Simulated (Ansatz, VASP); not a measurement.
**One calculation of BaTe, two programs**

```
Ba Te
1.0
     0.00000    3.70901    3.48467
     3.70901    0.00000    3.48467
     3.70901    3.70901    0.00000
Ba Te
1 1
Cartesian
  0.0000 0.0000 0.0000
  3.7090 3.7090 3.4847
```

Change from the starting cell: epitaxial_xy strain +5.0%.

Alike in both runs: task single point; functional PBE; k mesh 6 × 6 × 6; occupations fermi-dirac, width 0.02 eV; no spin polarisation.

|  | VASP | Ansatz |
| --- | --- | --- |
| version | VASP 6.6.1 | Ansatz 0.2.0 |
| potentials or method | VASP PAW PBE potentials, release 64 (Ba_sv, Te) | plane waves, PAW |
| plane-wave cutoff (eV) | 520 | 420 |
| valence electrons in the cell | 16 | 26 |

```csv
,VASP,Ansatz,Ansatz less VASP
gap on the k mesh at the Fermi level (eV),1.65,1.72,+0.072
pressure (GPa),-1.5,-1.7,-0.23
"traceless stress, the component that is largest in VASP (GPa)",1.86,1.73,-0.127
```

The functional is the same, so the differences come from potentials, cutoffs and numerics. VASP's potentials hold 16 valence electrons a cell and Ansatz's 26, so a difference there can come from the potentials and not from the codes.

Neither program's run includes spin-orbit coupling.
